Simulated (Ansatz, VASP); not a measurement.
Be in VASP and in Ansatz

```xyz
3
Lattice="3.4963 0.0000 0.0000 -1.7481 3.0279 0.0000 0.0000 0.0000 2.1524" Properties=species:S:1:pos:R:3 pbc="T T T"
Be    0.0000    0.0000    0.0000
Be    0.0000    2.0186    1.0762
Be    1.7481    1.0093    1.0762
```

Alike in both runs: task single point; functional revPBE; k mesh 11 × 11 × 16; occupations fermi-dirac, width 0.1 eV; no spin polarisation.

|  | VASP | Ansatz |
| --- | --- | --- |
| version | VASP 6.6.1 | Ansatz 0.2.0 |
| potentials or method | VASP PAW PBE potentials, release 64 (Be), cutoff 520 eV | plane waves (420 eV) with PAW, scalar-relativistic |
| valence electrons in the cell | 6 | 6 |

Ansatz gave:

| Property | Result |
| --- | --- |
| pressure (GPa) | 10.7 |
| traceless stress, the component that is largest in VASP (GPa) | -1.57 |

Task: What did VASP give for the same quantities?

Result: Pressure (GPa): 10.7; traceless stress, the component that is largest in VASP (GPa): -1.59.

VASP's potentials were made for PBE, not for revPBE. The functional is the same, so the differences come from potentials, cutoffs and numerics.
